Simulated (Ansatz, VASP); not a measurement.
CaMg in VASP and in Ansatz

File INCAR:

```
ALGO = Fast ; EDIFF = 1E-6
ENCUT = 520 ; ISIF = 2
ISMEAR = 0 ; LASPH = T
LCHARG = F ; LREAL = F
LWAVE = F ; NBANDS = 13
NELM = 60 ; PREC = Accurate
SIGMA = 0.15
```

Contents of KPOINTS:

```
k-points
0
Gamma
  14 14 14
```

File POSCAR:

```
CaMg
1.0
    3.4960666471      0.0000000000      0.0000000000
    0.0000000000      3.4960666471      0.0000000000
    0.0000000000      0.0000000000      4.9497311590
Ca Mg
1 1
Direct
    0.0000000000      0.0000000000      0.0000000000
    0.5000000000      0.5000000000      0.5000000000
```

Input for Ansatz:

```yaml
crystal:
  lattice:
    - [3.4960666471, 0.0, 0.0]
    - [0.0, 3.4960666471, 0.0]
    - [0.0, 0.0, 4.949731159]
  atoms:
    - { symbol: Ca, position: [0.0, 0.0, 0.0] }
    - { symbol: Mg, position: [0.5, 0.5, 0.5] }
basis:
  ecutwfc: 520.0
kpoints:
  mp_grid: { grid: [14, 14, 14] }
hamiltonian:
  xc: lda
scf:
  occupations: { method: gaussian, width: 0.15 }
output:
  forces: true
  stress: true
  eigenvalues: true
```

Alike in both runs: task single point; functional LDA; k mesh 14 × 14 × 14; occupations gaussian, width 0.15 eV; no spin polarisation.

|  | VASP | Ansatz |
| --- | --- | --- |
| version | VASP 6.6.1 | Ansatz 0.2.0 |
| potentials or method | VASP PAW LDA potentials, release 64 (Ca_sv, Mg), cutoff 520 eV | scalar-relativistic, plane waves, PAW |
| valence electrons in the cell | 12 | 20 |

VASP gave:

* gap on the k mesh at the Fermi level (eV): none
* pressure (GPa): -1.4
* traceless stress, the component that is largest in VASP (GPa): -1.37

Q: Estimate Ansatz's values.

A: gap on the k mesh at the Fermi level (eV): none; pressure (GPa): -1.2; traceless stress, the component that is largest in VASP (GPa): -1.31.

LDA's correlation is that of Perdew and Zunger in VASP and of Perdew and Wang (1992) in Ansatz. A gap of «none» marks a metal or a gap that the smearing closes. VASP's potentials hold 12 valence electrons a cell and Ansatz's 20, so a difference there can come from the potentials and not from the codes.
